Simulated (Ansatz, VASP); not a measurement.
## LuBW3: VASP beside Ansatz

```
Lu B W
1.0
     4.33487    0.00000    0.00000
     0.00000    4.33487    0.00000
     0.00000    0.00000    4.34016
Lu B W
1 1 3
Cartesian
  0.0000 0.0000 4.5192
  2.1674 2.1674 2.4966
  0.0000 2.1674 2.3526
  2.1674 2.1674 0.3126
  2.1674 0.0000 2.3526
```

Change from the starting cell: species swapped into the PrBPt3 type (P4mm, No. 99).

Alike in both runs: functional PBE; k mesh 4 × 4 × 4; occupations gaussian, width 0.1 eV; no spin polarisation.

Ansatz relaxed the structure, and its values are those at the end. VASP's run is a single point on that final structure, the one shown.

```csv
,VASP,Ansatz
version,VASP 6.6.1,Ansatz 0.2.0
potentials or method,"VASP PAW PBE potentials, release 64 (Lu, B, W_sv), cutoff 520 eV","scalar-relativistic, plane waves, PAW"
valence electrons in the cell,70,70
```

|  | VASP | Ansatz | Ansatz less VASP |
| --- | --- | --- | --- |
| gap on the k mesh at the Fermi level (eV) | none | none | - |
| pressure (GPa) | 0.3 | 0.1 | -0.21 |

A gap of «none» marks a metal or a gap that the smearing closes.

The k mesh is coarse, so the values compare programs but aren't converged. Spin-orbit coupling is off throughout.
